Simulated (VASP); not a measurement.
Input of a VASP 6.6.1 run:

INCAR

```
SYSTEM = CdTe
PREC     = Accurate       ! precision mode
ENCUT    = 520            ! plane-wave cutoff, eV
EDIFF    = 1E-6           ! SCF threshold, eV
ISMEAR   = 0              ! smearing method
SIGMA    = 0.05           ! smearing width, eV
LREAL    = .False.        ! projectors in reciprocal space
LASPH    = .True.         ! aspherical terms in the spheres
NELM     = 60             ! most SCF steps
ALGO     = Normal         ! electronic algorithm
ISIF     = 2              ! what is computed and relaxed
LWAVE    = .False.        ! write WAVECAR
LCHARG   = .True.         ! write CHGCAR
LDIPOL   = .True.       
IDIPOL   = 3            
DIPOL    = 0.5 0.5 0.500
GGA      = PE             ! functional
LELF     = .True.         ! ELF
LVHAR    = .True.       
LVACPOTAV= .True.       
NBANDS   = 36             ! bands
```

File KPOINTS:

```
regular mesh
0
Gamma
  9 9 1
  0 0 0
```

File POSCAR:

```
CdTe
1.0
    4.6791895905      0.0000000000      0.0000000000
   -2.3395947952      4.0522970545      0.0000000000
    0.0000000000      0.0000000000     15.5962201799
Te Cd
3 3
Direct
    0.0000000000      0.0000000000      0.2244133489
    0.3333333333      0.6666666667      0.4693792610
    0.6666666667      0.3333333333      0.7143451731
    0.3333333333      0.6666666667      0.2856548269
    0.6666666667      0.3333333333      0.5306207390
    0.0000000000      0.0000000000      0.7755866511
```

Potentials or basis: VASP PAW PBE potentials, release 64 (Te, Cd).

Run with:

```sh
$ cat potpaw_PBE.64/Te/POTCAR potpaw_PBE.64/Cd/POTCAR > POTCAR
$ mpirun -np 1 vasp_std > vasp.out
```

(1) What does it give for the band gap on the k mesh?

(2) Estimate the largest force.

Answers

(1) zero (band 27 reaches 0.81 eV, above the bottom of band 28 at 0.69 eV).

(2) 0.836 eV/Å.

Caveat: spin-orbit coupling is left out, which moves the levels of the heavy elements.
